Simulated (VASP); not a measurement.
# Fe (Im-3m) in VASP: further runs, part 2 of 2

VASP 6.6.1. The steps go on from the part before.

## (4) Single point, PBEsol, collinear spin, antiferromagnetic start

INCAR reads:

```
PREC = Accurate ; ENCUT = 600
EDIFF = 1E-6 ; ISMEAR = -1
SIGMA = 0.1 ; LREAL = False
LASPH = True ; NELM = 200
ALGO = Normal ; ISIF = 2
LWAVE = False ; LCHARG = True
ISPIN = 2 ; MAGMOM = 4 -4
LORBIT = 11 ; LMAXMIX = 4
GGA = PS ; LELF = True
LVHAR = True ; NBANDS = 19
ISYM = 0 ; GGA_COMPAT = False
```

KPOINTS reads:

```
Automatic mesh
0
Gamma
  12 11 6
```

POSCAR reads:

```
Fe
1.0
    1.4333000000     -1.4333000000     -1.4333000000
   -2.8666000000      0.0000000000      0.0000000000
    0.0000000000      2.8666000000     -2.8666000000
Fe
2
Direct
    0.0000000000      0.0000000000      0.0000000000
    0.0000000000      0.5000000000      0.5000000000
```

Potentials or basis: VASP PAW PBE potentials, release 64 (Fe).

The run is started by

```
> cat potpaw_PBE.64/Fe/POTCAR > POTCAR
> mpirun -np 1 vasp_std > vasp.out
```

OUTCAR:

```text
PREC = Accurate
   ENCUT = 600
   EDIFF = 1E-6
   ISMEAR = -1
   LREAL = False
   LASPH = True
   NELM = 200
   ISIF = 2
   ISPIN = 2
   LORBIT = 11
   GGA = PS
   ISYM = 0

 ion  position               nearest neighbor table
   1  0.000  0.000  0.000-   2 2.48   2 2.48   2 2.48   2 2.48   2 2.87   2 2.87   2 2.87   2 2.87

   2  0.000  0.500  0.500-   1 2.48   1 2.48   1 2.48   1 2.48   1 2.87   1 2.87   1 2.87   1 2.87

IMPORTANT INFORMATION: All symmetrisations will be switched off!
NOSYMM: (Re-)initialisation of all symmetry stuff for point group C_1.

[... 1244 lines left out ...]
  external PRESSURE =    -164.3238157 kB  Pullay stress =       0.0000000 kB

 VOLUME and BASIS-vectors are now :
 -----------------------------------------------------------------------------
  energy-cutoff  :      600.00
  volume of cell :       23.56
      direct lattice vectors                 reciprocal lattice vectors
     1.433300000 -1.433300000 -1.433300000     0.000000000 -0.348845322 -0.348845322
    -2.866600000  0.000000000  0.000000000    -0.348845322 -0.174422661 -0.174422661
     0.000000000  2.866600000 -2.866600000     0.000000000  0.174422661 -0.174422661

 POSITION                                       TOTAL-FORCE (eV/Angst)
 -----------------------------------------------------------------------------------
      0.00000      0.00000      0.00000        -0.000000      0.000000     -0.000000
     -1.43330      1.43330     -1.43330         0.000000     -0.000000      0.000000
 -----------------------------------------------------------------------------------
    total drift:                               -0.000000     -0.000000      0.000000

  FREE ENERGIE OF THE ION-ELECTRON SYSTEM (eV)
  ---------------------------------------------------
  free  energy   TOTEN  =       -17.3521054330 eV

  energy  without entropy=      -17.2446212975  energy(sigma->0) =      -17.29836337

 total charge

# of ion       s       p       d       tot
------------------------------------------
    1        0.479   0.526   6.189   7.194
    2        0.479   0.526   6.189   7.194
--------------------------------------------------
tot          0.959   1.052  12.378  14.389

 magnetization (x)

# of ion       s       p       d       tot
------------------------------------------
    1        0.013   0.029   2.023   2.065
    2       -0.013  -0.029  -2.023  -2.065
--------------------------------------------------
tot          0.000  -0.000   0.000   0.000
```

OSZICAR:

```text
N       E                     dE             d eps       ncg     rms          rms(c)
DAV:   1     0.821553200274E+02    0.82155E+02   -0.77858E+03 32320   0.121E+03
DAV:   2    -0.159848382936E+02   -0.98140E+02   -0.86254E+02 30371   0.214E+02
DAV:   3    -0.198283811483E+02   -0.38435E+01   -0.36197E+01 33439   0.546E+01
DAV:   4    -0.198610468827E+02   -0.32666E-01   -0.32640E-01 33415   0.465E+00
DAV:   5    -0.198614088463E+02   -0.36196E-03   -0.36195E-03 33521   0.462E-01    0.179E+01
DAV:   6    -0.175118033958E+02    0.23496E+01   -0.73513E+00 33101   0.583E+01    0.840E+00
DAV:   7    -0.173848935169E+02    0.12691E+00   -0.85770E-01 36252   0.159E+01    0.461E+00
DAV:   8    -0.173682773401E+02    0.16616E-01   -0.13508E-02 33954   0.118E+00    0.132E+00
DAV:   9    -0.173537327123E+02    0.14545E-01   -0.45893E-03 46796   0.129E+00    0.334E-01
DAV:  10    -0.173521614283E+02    0.15713E-02   -0.13061E-03 36219   0.501E-01    0.158E-01
DAV:  11    -0.173521622354E+02   -0.80708E-06   -0.40732E-04 39908   0.426E-01    0.148E-01
DAV:  12    -0.173520931561E+02    0.69079E-04   -0.13330E-04 43353   0.241E-01    0.619E-02
DAV:  13    -0.173521063100E+02   -0.13154E-04   -0.23956E-05 45616   0.789E-02    0.225E-02
DAV:  14    -0.173521049580E+02    0.13520E-05   -0.20126E-06 19871   0.232E-02    0.525E-03
DAV:  15    -0.173521054330E+02   -0.47500E-06   -0.11541E-06 17923   0.126E-02
   1 F= -.17352105E+02 E0= -.17298363E+02  d E =-.107484E+00  mag=     0.0000
```

stdout:

```text
POSCAR found type information on POSCAR Fe
 POSCAR found :  1 types and       2 ions
 scaLAPACK will be used
 -----------------------------------------------------------------------------
|                                                                             |
|                                                                             |
[... 21 lines left out ...]
|     Results are often still useful ...                                      |
|                                                                             |
 -----------------------------------------------------------------------------

 POSCAR, INCAR and KPOINTS ok, starting setup
 FFT: planning ... GRIDC
 FFT: planning ... GRID_SOFT
 FFT: planning ... GRID
 WAVECAR not read
 entering main loop
```

It took 4.5 min on 1 thread of Oxide Virtual Turin-like, shared host; peak memory 0.36 GiB.

Results:

| Quantity | Value |
| --- | --- |
| Free energy | -17.3521 eV |
| Pressure | -16.4 GPa |
| Band gap on the k mesh | zero (filled and empty bands overlap) |
| Net moment | 0.00 μB per cell |
| Site moments | Fe +2.06, -2.06 μB |
| Valence electrons inside the program's atomic spheres | Fe 7.19 |

Caveat: the stress differs along the axes, from -19 to -12 GPa; the antiferromagnetic order is the one typed at the start, and another may lie lower; the PAW data sets were made with another functional, which shifts forces and pressure a little.

## (5) The runs side by side

| spin | gap on the mesh (eV) | pressure (GPa) | moment (μB) |
| --- | --- | --- | --- |
| off | none | -31.5 | - |
| collinear, ferromagnetic start | none | -14.7 | 4.51 |
| collinear, antiferromagnetic start | none | -16.4 | 0.00 |

Alike in all rows: task single point; level PBEsol; potentials or basis VASP PAW PBE potentials, release 64 (Fe); cell as given; k mesh 12 × 11 × 6; cutoff (eV) 600; smearing fermi-dirac 0.1 eV.

Caveats: the PAW data sets were made with another functional, which shifts forces and pressure a little; the cell stands under tension (at least some runs); the stress differs along the axes, from -19 to -12 GPa (at least some runs); the antiferromagnetic order is the one typed at the start, and another may lie lower (at least some runs).

Total energies depend on the potentials used, so only differences within one code and one set of settings carry meaning.
